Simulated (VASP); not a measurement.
InGa3P2, 6 atoms in the cell. It takes space group P4mm (No. 99, tetragonal). The conventional cell has a = 4.870 Å, b = 4.870 Å, c = 5.721 Å, α = 90.00°, β = 90.00°, γ = 90.00°. In (site symmetry 4mm) has 6 Ga at 2.71 to 3.03 Å and 4 P at 3.49 Å within 3.6 Å. Within 3.5 Å of Ga (site symmetry 2mm) lie 4 P at 2.63 to 2.73 Å and 6 Ga at 2.71 to 3.44 Å and 2 In at 3.03 Å. Ga (site symmetry 4mm) has 4 Ga at 2.71 Å and 2 In at 2.71 to 3.01 Å and 4 P at 3.45 Å within 3.6 Å. P (site symmetry 4mm) has 1 P at 2.23 Å and 4 Ga at 2.63 Å within 2.9 Å. Within 2.9 Å of P (site symmetry 4mm) lie 1 P at 2.23 Å and 4 Ga at 2.73 Å. The cell was generated, and may not be a known phase.

```yaml
Program: VASP 6.6.1
Task: single point
Functional: PBE
Potentials_or_basis: VASP PAW PBE potentials, release 64 (In_d, Ga_d, P)
Cutoff: 520 eV
k_mesh: 4 × 4 × 4
Occupations: gaussian, width 0.1 eV
Spin: no spin polarisation
Dipole_correction: no
Further_INCAR_settings: ALGO = Normal; EDIFF = 1e-07; NBANDS = 40
```

Potentials or basis: VASP PAW PBE potentials, release 64 (In_d, Ga_d, P).

Command:

```sh
$ cat potpaw_PBE.64/In_d/POTCAR potpaw_PBE.64/Ga_d/POTCAR potpaw_PBE.64/P/POTCAR > POTCAR
$ mpirun -np 1 vasp_std > vasp.out
```

Hardware: 1 thread of Intel Xeon 8259CL, with other jobs on the host.

Problem. Estimate the wall time of this run.

Solution. Wall time 4.2 min on 1 thread of Intel Xeon 8259CL (shared host), peak memory 0.28 GiB. Counts: scf iterations 17, k points 18.
